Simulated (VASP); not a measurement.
Crystal: Pt.

```
CELL_PARAMETERS angstrom
0.00000 1.68894 1.68894
1.68894 0.00000 1.68894
1.68894 1.68894 0.00000
ATOMIC_POSITIONS crystal
Pt 0.00000 0.00000 0.00000
```

This cell differs from its parent crystal: volume scaled by 0.64.

Base run:

- Program: VASP 6.6.1
- Functional: PBEsol
- Potentials or basis: VASP PAW PBE potentials, release 64 (Pt)
- Cutoff: 520 eV
- k mesh: 17 × 17 × 17
- Occupations: fermi-dirac, width 0.1 eV
- Spin: no spin polarisation

Its results: band gap on the k mesh zero (band 5 reaches 23.32 eV, above the bottom of band 6 at 18.52 eV); pressure 407.7 GPa.

Problem. The run is repeated on the same cell with these changes: dispersion from none to D3(BJ). What comes out?

Solution. Band gap on the k mesh zero (band 5 reaches 23.32 eV, above the bottom of band 6 at 18.52 eV); pressure 388.0 GPa.

Dispersion adds attraction, which lowers the pressure at fixed volume and, as a term added to the energy, leaves the levels alone.

Caveats: the PAW data sets were made with another functional, which shifts forces and pressure a little; spin-orbit coupling is left out, which moves the levels of the heavy elements; three body term missing (some runs); pairwise dispersion overbinds metals, which lowers pressure and volume (some runs).
